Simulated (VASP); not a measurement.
Write the native input for VASP 6.6.1 that does the following.

| Property | Result |
| --- | --- |
| Task | relaxation of cell and atoms |
| Functional | LDA |
| Potentials or basis | VASP PAW LDA potentials, release 64 (Ba_sv, Zr_sv, O) |
| Cutoff | 600 eV |
| k mesh | 4 × 4 × 4 |
| Occupations | gaussian, width 0.01 eV |
| Spin | no spin polarisation |
| Target pressure | 15 GPa |
| Dipole correction | no |
| Further INCAR settings | ALGO = Normal; EDIFF = 1e-06; IBRION = 2; EDIFFG = -0.002; NSW = 100; ISIF = 3 |

The structure of BaZrO3 lies in POSCAR:

```
BaZrO3
1.0
    4.1473627058      0.0000000000      0.0000000000
    0.0000000000      4.1473627058      0.0000000000
    0.0000000000      0.0000000000      4.1473627058
Ba Zr O
1 1 3
Direct
    0.0000000000      0.0000000000      0.0000000000
    0.5000000000      0.5000000000      0.5000000000
    0.0000000000      0.5000000000      0.5000000000
    0.5000000000      0.0000000000      0.5000000000
    0.5000000000      0.5000000000      0.0000000000
```

These files were run (other wordings do the same):

INCAR

```
PREC = Accurate
ENCUT = 600
EDIFF = 1E-6
ISMEAR = 0
SIGMA = 0.01
LREAL = F
LASPH = T
NELM = 80
ALGO = Normal
ISIF = 3
LWAVE = F
LCHARG = F
GGA = CA
IBRION = 2
NSW = 100
EDIFFG = -0.002
PSTRESS = 150.0
```

KPOINTS

```
Automatic mesh
0
Gamma
  4 4 4
```

Potentials or basis: VASP PAW LDA potentials, release 64 (Ba_sv, Zr_sv, O).

Command:

```bash
$ cat potpaw_LDA.64/Ba_sv/POTCAR potpaw_LDA.64/Zr_sv/POTCAR potpaw_LDA.64/O/POTCAR > POTCAR
$ mpirun -np 1 vasp_std > vasp.out
```

It gave:

```json
{
  "Relaxed volume": "13.36 Å³/atom",
  "Relaxed cell": "a = 4.058 Å, b = 4.058 Å, c = 4.058 Å, α = 90.00°, β = 90.00°, γ = 90.00°",
  "Space group after relaxing (to 0.05 Å)": "Pm-3m (No. 221)",
  "Energy change on relaxing (the enthalpy is what falls)": "+44.0 meV/atom",
  "Ionic steps": "7",
  "Pressure after relaxing": "15.0 GPa",
  "Band gap on the k mesh": "3.25 eV, indirect (least direct gap 3.32 eV)"
}
```

Caveat: the cell is relaxed towards a set pressure, so the enthalpy falls and the energy may rise; spin-orbit coupling is left out, which moves the levels of the heavy elements.

Wall time 44 s on 1 thread of Intel(R) Xeon(R) 6975P-C (Granite Rapids), on a shared host, peak memory 0.2 GiB.
